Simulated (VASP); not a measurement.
# TePb (Fm-3m) in VASP: notebook

Runs on TePb. Level: PBEsol. Tasks: relaxation of cell and atoms.

All numbers are computed with VASP 6.6.1; they aren't measurements. Logs are shortened: lines on timing, memory, paths and dates and some standing lists are left out, and cuts for length are marked.

## Step 1: The cell of the first run

The structure is cubic, space group Fm-3m (No. 225). The conventional cell has a = 6.443 Å, b = 6.443 Å, c = 6.443 Å, α = 90.00°, β = 90.00°, γ = 90.00°. Within 4.2 Å of Te (site symmetry m-3m) lie 6 Pb at 3.22 Å. Within 4.2 Å of Pb (site symmetry m-3m) lie 6 Te at 3.22 Å.

## Step 2: Relaxation of cell and atoms, PBEsol, target pressure 1 GPa, at which the enthalpy is minimised

The input, INCAR:

```
SYSTEM = TePb
PREC = Accurate ; ENCUT = 600
EDIFF = 1E-6 ; ISMEAR = 0
SIGMA = 0.01 ; LREAL = .FALSE.
LASPH = .TRUE. ; NELM = 100
ALGO = Normal ; ISIF = 3
LWAVE = .FALSE. ; LCHARG = .FALSE.
GGA = PS ; IBRION = 2
NSW = 100 ; EDIFFG = -0.002
PSTRESS = 10.0
```

The input, KPOINTS:

```
regular mesh
0
G
  8 8 8
  0 0 0
```

The input, POSCAR:

```
TePb
1.0
    0.0000000000      3.2213304674      3.2213304674
    3.2213304674      0.0000000000      3.2213304674
    3.2213304674      3.2213304674      0.0000000000
Te Pb
1 1
Direct
    0.5000000000      0.5000000000      0.5000000000
    0.0000000000      0.0000000000      0.0000000000
```

Potentials or basis: VASP PAW PBE potentials, release 64 (Te, Pb_d).

Command:

```console
> cat potpaw_PBE.64/Te/POTCAR potpaw_PBE.64/Pb_d/POTCAR > POTCAR
> mpirun -np 1 vasp_std > vasp.out
```

OUTCAR:

```text
SYSTEM = TePb
   PREC = Accurate
   ENCUT = 600
   EDIFF = 1E-6
   ISMEAR = 0
   LREAL = .FALSE.
   LASPH = .TRUE.
   NELM = 100
   ISIF = 3
   GGA = PS
   IBRION = 2
   NSW = 100
   EDIFFG = -0.002
   PSTRESS = 10.0

 ion  position               nearest neighbor table
   1  0.500  0.500  0.500-   2 3.22   2 3.22   2 3.22   2 3.22   2 3.22   2 3.22
   2  0.000  0.000  0.000-   1 3.22   1 3.22   1 3.22   1 3.22   1 3.22   1 3.22

  LATTYP: Found a face centered cubic cell.
 ALAT       =     6.4426609348

  Lattice vectors:

 A1 = (   0.0000000000,   3.2213304674,   3.2213304674)
 A2 = (   3.2213304674,   0.0000000000,   3.2213304674)
 A3 = (   3.2213304674,   3.2213304674,   0.0000000000)

Analysis of symmetry for initial positions (statically):
=====================================================================
 Subroutine PRICEL returns:
 Original cell was already a primitive cell.

 Routine SETGRP: Setting up the symmetry group for a
 face centered cubic supercell.

 Subroutine GETGRP returns: Found 48 space group operations
 (whereof 48 operations were pure point group operations)
 out of a pool of 48 trial point group operations.

The static configuration has the point symmetry O_h .

Analysis of symmetry for dynamics (positions and initial velocities):
=====================================================================
 Subroutine PRICEL returns:
 Original cell was already a primitive cell.

 Routine SETGRP: Setting up the symmetry group for a
 face centered cubic supercell.

 Subroutine GETGRP returns: Found 48 space group operations
 (whereof 48 operations were pure point group operations)
 out of a pool of 48 trial point group operations.

The dynamic configuration has the point symmetry O_h .

 Subroutine INISYM returns: Found 48 space group operations
 (whereof 48 operations are pure point group operations),
 and found     1 'primitive' translations

----------------------------------------------------------------------------------------

                                     Primitive cell

  volume of cell :      66.8553

  direct lattice vectors                    reciprocal lattice vectors
     0.000000000  3.221330467  3.221330467    -0.155215370  0.155215370  0.155215370
     3.221330467  0.000000000  3.221330467     0.155215370 -0.155215370  0.155215370
     3.221330467  3.221330467  0.000000000     0.155215370  0.155215370 -0.155215370

  length of vectors
     4.555649236  4.555649236  4.555649236     0.268840907  0.268840907  0.268840907

  position of ions in fractional coordinates (direct lattice)
     0.500000000  0.500000000  0.500000000
[... 100 lines left out ...]
  Fermi-wavevector in a.u.,A,eV,Ry     =   1.094896  2.069053 16.310628  1.198797
  Thomas-Fermi vector in A             =   2.231209
   LORBIT       =      0    0 simple, 1 ext, 2 COOP (PROOUT), +10 PAW based schemes
   GGA     = PS    functional components
   LHFCALC =     F    Hartree Fock is set to
   AEXX    =    0.0000 exact exchange contribution
   IVDW    =     0    specifies the selected vdW correction
   LEPSILON=     F    determine dielectric tensor
   LRPA    =     F    only Hartree local field effects (RPA)
 conjugate gradient relaxation of ions
 non-spin polarized calculation
 Gauss-broadening in eV      SIGMA  =   0.01
  energy-cutoff  :      600.00
  volume of cell :       66.86
 maximum number of plane-waves:      2252
   NGX = 19   NGY = 19   NGZ = 19

--------------------------------------- Ionic step        1  -------------------------------------------

 number of electron      20.0000002 magnetization

 Free energy of the ion-electron system (eV)
  ---------------------------------------------------
  ext. energy  EPLUGINS =         0.00000000
  ---------------------------------------------------
  free energy    TOTEN  =        -8.25916500 eV

  energy without entropy =       -8.25916500  energy(sigma->0) =       -8.25916500

------------------------ aborting loop because EDIFF is reached ----------------------------------------

  FORCE on cell =-STRESS in cart. coord.  units (eV):
  Direction    XX          YY          ZZ          XY          YZ          ZX
  --------------------------------------------------------------------------------------
  -------------------------------------------------------------------------------------
  Total        0.0034178      0.0034178      0.0034178      0.0000000      0.0000000     -0.0000000
  in kB        0.0819081      0.0819081      0.0819081      0.0000000      0.0000000     -0.0000000
  external PRESSURE =      -9.9180919 kB  Pullay stress =      10.0000000 kB
[... 63 lines left out ...]
--------------------------------------- Ionic step        3  -------------------------------------------

 number of electron      20.0000000 magnetization

 Free energy of the ion-electron system (eV)
  ---------------------------------------------------
  ext. energy  EPLUGINS =         0.00000000
  ---------------------------------------------------
  free energy    TOTEN  =        -8.25491369 eV

  energy without entropy =       -8.25491369  energy(sigma->0) =       -8.25491369

 E-fermi :   5.9670     XC(G=0):  -9.6035

 val. band max:        5.8563521846   @ k =   0.5000   0.0000   0.0000
 cond. band min:       6.4591477679   @ k =   0.5000   0.0000   0.0000
 fundamental gap:      0.6027955833
 Fermi energy:         5.9670495790

 k-point     1 :       0.0000    0.0000    0.0000
  band No.  band energies     occupation
      1     -10.8324      2.00000
      2     -10.8324      2.00000
      3     -10.8191      2.00000
      4     -10.8191      2.00000
      5     -10.8191      2.00000
      6      -6.4366      2.00000
      7       0.3110      2.00000
      8       4.4007      2.00000
      9       4.4007      2.00000
     10       4.4007      2.00000
     11       9.9380      0.00000
     12       9.9380      0.00000
     13       9.9380      0.00000
     14      11.5382      0.00000
[... 377 lines left out ...]
      1     -10.8673      2.00000
      2     -10.8418      2.00000
      3     -10.8123      2.00000
      4     -10.8056      2.00000
      5     -10.7960      2.00000
      6      -4.7031      2.00000
      7      -2.6368      2.00000
      8       2.8955      2.00000
      9       3.1203      2.00000
     10       5.3494      2.00000
     11       7.0894      0.00000
     12       9.4182      0.00000
     13       9.9183      0.00000
     14      12.5759      0.00000

 [... further k-points ...]

------------------------ aborting loop because EDIFF is reached ----------------------------------------

  FORCE on cell =-STRESS in cart. coord.  units (eV):
  Direction    XX          YY          ZZ          XY          YZ          ZX
  --------------------------------------------------------------------------------------
  -------------------------------------------------------------------------------------
  Total        0.4061925      0.4061925      0.4061925      0.0000000      0.0000000      0.0000000
  in kB        9.9377588      9.9377588      9.9377588      0.0000000      0.0000000      0.0000000
  external PRESSURE =      -0.0622412 kB  Pullay stress =      10.0000000 kB
[... 21 lines left out ...]
  energy  without entropy=       -8.2549136909  energy(sigma->0) =       -8.25491369

  enthalpy is  TOTEN    =        -7.8461772101 eV   P V=        0.4087364808

 reached required accuracy - stopping structural energy minimisation
```

OSZICAR:

```text
N       E                     dE             d eps       ncg     rms          rms(c)
DAV:   1     0.154526794692E+03    0.15453E+03   -0.99945E+03   812   0.153E+03
DAV:   2     0.322527452301E+01   -0.15130E+03   -0.14816E+03   818   0.350E+02
DAV:   3    -0.807713834149E+01   -0.11302E+02   -0.11123E+02  1112   0.101E+02
DAV:   4    -0.836723351433E+01   -0.29010E+00   -0.28997E+00   956   0.192E+01
[... 22 lines left out ...]
DAV:   3    -0.825491205020E+01    0.24083E-02   -0.10367E-02  1010   0.174E+00    0.490E-02
DAV:   4    -0.825491723852E+01   -0.51883E-05   -0.17509E-04   836   0.144E-01    0.393E-02
DAV:   5    -0.825491421249E+01    0.30260E-05   -0.43928E-05   954   0.715E-02    0.121E-02
DAV:   6    -0.825491306851E+01    0.11440E-05   -0.39592E-06   866   0.351E-02    0.331E-03
DAV:   7    -0.825491369094E+01   -0.62243E-06   -0.25410E-07   412   0.712E-03
   3 F= -.78461772E+01 E0= -.78461772E+01  d E =-.428999E-02
```

CONTCAR:

```text
TePb
   1.00000000000000
     0.0000000000000000    3.1991995450605772    3.1991995450605772
     3.1991995450605772    0.0000000000000000    3.1991995450605772
     3.1991995450605772    3.1991995450605772    0.0000000000000000
  Te              Pb
     1     1
Direct
     0.5000000000000000    0.5000000000000000    0.5000000000000000
     0.0000000000000000    0.0000000000000000    0.0000000000000000

  0.00000000E+00  0.00000000E+00  0.00000000E+00
  0.00000000E+00  0.00000000E+00  0.00000000E+00
```

It took 1.7 min on 1 thread of Intel Xeon 8259CL, shared host; peak memory 0.23 GiB.

Results:

| Property | Result |
| --- | --- |
| Free energy | -8.2549 eV |
| Relaxed volume | 32.74 Å³/atom |
| Relaxed cell | a = 4.524 Å, b = 4.524 Å, c = 4.524 Å, α = 60.00°, β = 60.00°, γ = 60.00° |
| Space group after relaxing (to 0.1 Å) | Fm-3m (No. 225) |
| Energy change on relaxing (the run minimises the enthalpy) | +2.1 meV/atom |
| Ionic steps | 3 |
| Pressure after relaxing | 1.0 GPa |
| Band gap on the k mesh | 0.60 eV |

The path:
| step | energy change (eV) | largest force (eV/Å) | pressure (GPa) | volume (Å³) |
| --- | --- | --- | --- | --- |
| 1 | 0.0000 | 0.0000 | 0.01 | 66.86 |
| 2 | 0.0090 | 0.0000 | 1.48 | 64.87 |
| 3 | 0.0043 | 0.0000 | 0.99 | 65.49 |

Final structure:
```
CELL_PARAMETERS angstrom
0.00000 3.19920 3.19920
3.19920 0.00000 3.19920
3.19920 3.19920 0.00000
ATOMIC_POSITIONS crystal
Te 0.50000 0.50000 0.50000
Pb 0.00000 0.00000 0.00000
```

Levels at points of the mesh, in eV from the valence-band top:
```
           k point  band 6  band 7  band 8  band 9  band 10  band 11  band 12  band 13  band 14
(0.00, 0.00, 0.00)  -12.29   -5.55   -1.46   -1.46    -1.46     4.08     4.08     4.08     5.68
(0.50, 0.00, 0.00)  -10.77   -8.77   -0.97   -0.97     0.00     0.60     1.16     1.16     8.32
(0.50, 0.50, 0.00)  -10.49   -7.36   -4.77   -2.99    -2.99     3.07     5.56     5.56     6.85
```

Caveat: the cell is relaxed towards a set pressure, so the run minimises the enthalpy, not the energy; the PAW data sets were made with another functional, which shifts forces and pressure a little; spin-orbit coupling is left out, which moves the levels of the heavy elements. A k mesh can miss the band edges.

## Step 3: Relaxation of cell and atoms, PBEsol, target pressure 2 GPa, at which the enthalpy is minimised

The input, INCAR:

```
ALGO = Normal
EDIFF = 1E-6
EDIFFG = -0.002
ENCUT = 600
GGA = PS
IBRION = 2
ISIF = 3
ISMEAR = 0
LASPH = True
LCHARG = False
LREAL = False
LWAVE = False
NELM = 80
NSW = 100
PREC = Accurate
PSTRESS = 20.0
SIGMA = 0.01
```

The input, KPOINTS:

```
k-points
0
Gamma
  8 8 8
```

POSCAR is that of step 2.

Potentials or basis: VASP PAW PBE potentials, release 64 (Te, Pb_d).

Command:

```console
> cat potpaw_PBE.64/Te/POTCAR potpaw_PBE.64/Pb_d/POTCAR > POTCAR
> mpirun -np 1 vasp_std > vasp.out
```

OUTCAR:

```text
EDIFF = 1E-6
   EDIFFG = -0.002
   ENCUT = 600
   GGA = PS
   IBRION = 2
   ISIF = 3
   ISMEAR = 0
   LASPH = True
   LREAL = False
   NELM = 80
   NSW = 100
   PREC = Accurate
   PSTRESS = 20.0

 ion  position               nearest neighbor table
   1  0.500  0.500  0.500-   2 3.22   2 3.22   2 3.22   2 3.22   2 3.22   2 3.22
   2  0.000  0.000  0.000-   1 3.22   1 3.22   1 3.22   1 3.22   1 3.22   1 3.22

  LATTYP: Found a face centered cubic cell.
 ALAT       =     6.4426609348

  Lattice vectors:

 A1 = (   0.0000000000,   3.2213304674,   3.2213304674)
 A2 = (   3.2213304674,   0.0000000000,   3.2213304674)
 A3 = (   3.2213304674,   3.2213304674,   0.0000000000)

Analysis of symmetry for initial positions (statically):
=====================================================================
 Subroutine PRICEL returns:
 Original cell was already a primitive cell.

 Routine SETGRP: Setting up the symmetry group for a
 face centered cubic supercell.

 Subroutine GETGRP returns: Found 48 space group operations
 (whereof 48 operations were pure point group operations)
 out of a pool of 48 trial point group operations.

The static configuration has the point symmetry O_h .

Analysis of symmetry for dynamics (positions and initial velocities):
=====================================================================
 Subroutine PRICEL returns:
 Original cell was already a primitive cell.

 Routine SETGRP: Setting up the symmetry group for a
 face centered cubic supercell.

 Subroutine GETGRP returns: Found 48 space group operations
 (whereof 48 operations were pure point group operations)
 out of a pool of 48 trial point group operations.

The dynamic configuration has the point symmetry O_h .

 Subroutine INISYM returns: Found 48 space group operations
 (whereof 48 operations are pure point group operations),
 and found     1 'primitive' translations

----------------------------------------------------------------------------------------

[... 132 lines left out ...]

 number of electron      20.0000002 magnetization

 Free energy of the ion-electron system (eV)
  ---------------------------------------------------
  ext. energy  EPLUGINS =         0.00000000
  ---------------------------------------------------
  free energy    TOTEN  =        -8.25916500 eV

  energy without entropy =       -8.25916500  energy(sigma->0) =       -8.25916500

------------------------ aborting loop because EDIFF is reached ----------------------------------------

  FORCE on cell =-STRESS in cart. coord.  units (eV):
  Direction    XX          YY          ZZ          XY          YZ          ZX
  --------------------------------------------------------------------------------------
  -------------------------------------------------------------------------------------
  Total        0.0034178      0.0034178      0.0034178      0.0000000      0.0000000     -0.0000000
  in kB        0.0819081      0.0819081      0.0819081      0.0000000      0.0000000     -0.0000000
  external PRESSURE =     -19.9180919 kB  Pullay stress =      20.0000000 kB
[... 63 lines left out ...]
--------------------------------------- Ionic step        3  -------------------------------------------

 number of electron      19.9999999 magnetization

 Free energy of the ion-electron system (eV)
  ---------------------------------------------------
  ext. energy  EPLUGINS =         0.00000000
  ---------------------------------------------------
  free energy    TOTEN  =        -8.24328248 eV

  energy without entropy =       -8.24328248  energy(sigma->0) =       -8.24328248

 E-fermi :   6.2279     XC(G=0):  -9.6908

 val. band max:        6.1234403240   @ k =   0.5000   0.0000   0.0000
 cond. band min:       6.6802395353   @ k =   0.5000   0.0000   0.0000
 fundamental gap:      0.5567992113
 Fermi energy:         6.2278705248

 k-point     1 :       0.0000    0.0000    0.0000
  band No.  band energies     occupation
      1     -10.6106      2.00000
      2     -10.6106      2.00000
      3     -10.5955      2.00000
      4     -10.5955      2.00000
      5     -10.5955      2.00000
      6      -6.3463      2.00000
      7       0.6227      2.00000
      8       4.5838      2.00000
      9       4.5838      2.00000
     10       4.5838      2.00000
     11      10.2170      0.00000
     12      10.2170      0.00000
     13      10.2170      0.00000
     14      11.7521      0.00000
[... 377 lines left out ...]
      1     -10.6493      2.00000
      2     -10.6210      2.00000
      3     -10.5884      2.00000
      4     -10.5810      2.00000
      5     -10.5706      2.00000
      6      -4.5456      2.00000
      7      -2.4768      2.00000
      8       3.0433      2.00000
      9       3.2777      2.00000
     10       5.5775      2.00000
     11       7.3125      0.00000
     12       9.6928      0.00000
     13      10.2158      0.00000
     14      12.8113      0.00000

 [... further k-points ...]

------------------------ aborting loop because EDIFF is reached ----------------------------------------

  FORCE on cell =-STRESS in cart. coord.  units (eV):
  Direction    XX          YY          ZZ          XY          YZ          ZX
  --------------------------------------------------------------------------------------
  -------------------------------------------------------------------------------------
  Total        0.8003524      0.8003524      0.8003524      0.0000000      0.0000000      0.0000000
  in kB       19.9629653     19.9629653     19.9629653      0.0000000      0.0000000      0.0000000
  external PRESSURE =      -0.0370347 kB  Pullay stress =      20.0000000 kB
[... 21 lines left out ...]
  energy  without entropy=       -8.2432824815  energy(sigma->0) =       -8.24328248

  enthalpy is  TOTEN    =        -7.4414452423 eV   P V=        0.8018372392

 reached required accuracy - stopping structural energy minimisation
```

CONTCAR:

```text
TePb
   1.00000000000000
     0.0000000000000000    3.1786711803716128    3.1786711803716128
     3.1786711803716128    0.0000000000000000    3.1786711803716128
     3.1786711803716128    3.1786711803716128    0.0000000000000000
  Te              Pb
     1     1
Direct
     0.5000000000000000    0.5000000000000000    0.5000000000000000
     0.0000000000000000    0.0000000000000000    0.0000000000000000

  0.00000000E+00  0.00000000E+00  0.00000000E+00
  0.00000000E+00  0.00000000E+00  0.00000000E+00
```

It took 1.8 min on 1 thread of Intel Xeon 8259CL, shared host; peak memory 0.23 GiB.

What came out:

```
Free energy                                                : -8.2433 eV
Relaxed volume                                             : 32.12 Å³/atom
Relaxed cell                                               : a = 4.495 Å, b = 4.495 Å, c = 4.495 Å, α = 60.00°, β = 60.00°, γ = 60.00°
Space group after relaxing (to 0.1 Å)                      : Fm-3m (No. 225)
Energy change on relaxing (the run minimises the enthalpy) : +7.9 meV/atom
Ionic steps                                                : 3
Pressure after relaxing                                    : 2.0 GPa
Band gap on the k mesh                                     : 0.56 eV
```

Step by step:
```csv
step,energy change (eV),largest force (eV/Å),pressure (GPa),volume (Å³)
1,0.0000,0.0000,0.01,66.86
2,0.0371,0.0000,3.18,62.91
3,0.0159,0.0000,2.00,64.23
```

Final structure:
```
Te Pb
1.0
     0.00000    3.17867    3.17867
     3.17867    0.00000    3.17867
     3.17867    3.17867    0.00000
Te Pb
1 1
Direct
  0.50000 0.50000 0.50000
  0.00000 0.00000 0.00000
```

Caveat: the cell is relaxed towards a set pressure, so the run minimises the enthalpy, not the energy; the PAW data sets were made with another functional, which shifts forces and pressure a little; spin-orbit coupling is left out, which moves the levels of the heavy elements.
